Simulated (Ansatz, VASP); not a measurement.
InSb3: VASP beside Ansatz

The input INCAR:

```
SYSTEM = InSb3
PREC     = Accurate       ! precision mode
ENCUT    = 520            ! plane-wave cutoff, eV
EDIFF    = 1E-6           ! SCF threshold, eV
ISMEAR   = 0              ! smearing method
SIGMA    = 0.15           ! smearing width, eV
LREAL    = .FALSE.        ! projectors in reciprocal space
LASPH    = .TRUE.         ! aspherical terms in the spheres
NELM     = 100            ! most SCF steps
ALGO     = Normal         ! electronic algorithm
ISIF     = 2              ! what is computed and relaxed
LWAVE    = .FALSE.        ! write WAVECAR
LCHARG   = .FALSE.        ! write CHGCAR
GGA      = PS             ! functional
NBANDS   = 22             ! bands
```

Contents of KPOINTS:

```
regular mesh
0
G
  10 10 10
  0 0 0
```

POSCAR

```
InSb3
1.0
    4.8865026657      0.0000000000      0.0000000000
    0.0000000000      4.8865026657      0.0000000000
    0.0000000000      0.0000000000      4.0733886222
In Sb
1 3
Direct
    0.0000000000      0.0000000000      0.0000000000
    0.5000000000      0.0000000000      0.5000000000
    0.0000000000      0.5000000000      0.5000000000
    0.5000000000      0.5000000000      0.0000000000
```

Input for Ansatz:

```yaml
crystal:
  lattice:
    - [4.8865026657, 0.0, 0.0]
    - [0.0, 4.8865026657, 0.0]
    - [0.0, 0.0, 4.0733886222]
  atoms:
    - { symbol: In, position: [0.0, 0.0, 0.0] }
    - { symbol: Sb, position: [0.5, 0.0, 0.5] }
    - { symbol: Sb, position: [0.0, 0.5, 0.5] }
    - { symbol: Sb, position: [0.5, 0.5, 0.0] }
basis:
  ecutwfc: 420
kpoints:
  mp_grid: { grid: [10, 10, 10] }
hamiltonian:
  xc: pbesol
  pseudopotentials: { kind: paw, azcp: { folder: soft_1 } }
scf:
  occupations: { method: gaussian, width: 0.15 }
output:
  forces: true
  stress: true
  eigenvalues: true
```

Alike in both runs: task single point; functional PBEsol; k mesh 10 × 10 × 10; occupations gaussian, width 0.15 eV; no spin polarisation.

|  | VASP | Ansatz |
| --- | --- | --- |
| version | VASP 6.6.1 | Ansatz 0.2.0 |
| potentials or method | VASP PAW PBE potentials, release 64 (In_d, Sb), cutoff 520 eV | scalar-relativistic, plane waves, PAW |
| valence electrons in the cell | 28 | 58 |

VASP gave:

| Quantity | Value |
| --- | --- |
| gap on the k mesh at the Fermi level (eV) | none |
| pressure (GPa) | 5.6 |
| traceless stress, the component that is largest in VASP (GPa) | -1.77 |

**Question.** Estimate Ansatz's values.

**Answer.** gap on the k mesh at the Fermi level (eV): none; pressure (GPa): 5.5; traceless stress, the component that is largest in VASP (GPa): -1.76.

VASP's potentials were made for PBE, not for PBEsol, and Ansatz warns of the same on its side. A gap of «none» marks a metal or a gap that the smearing closes. The functional is the same, so the differences come from potentials, cutoffs and numerics. VASP's potentials hold 28 valence electrons a cell and Ansatz's 58, so a difference there can come from the potentials and not from the codes.

Spin-orbit coupling is off throughout.
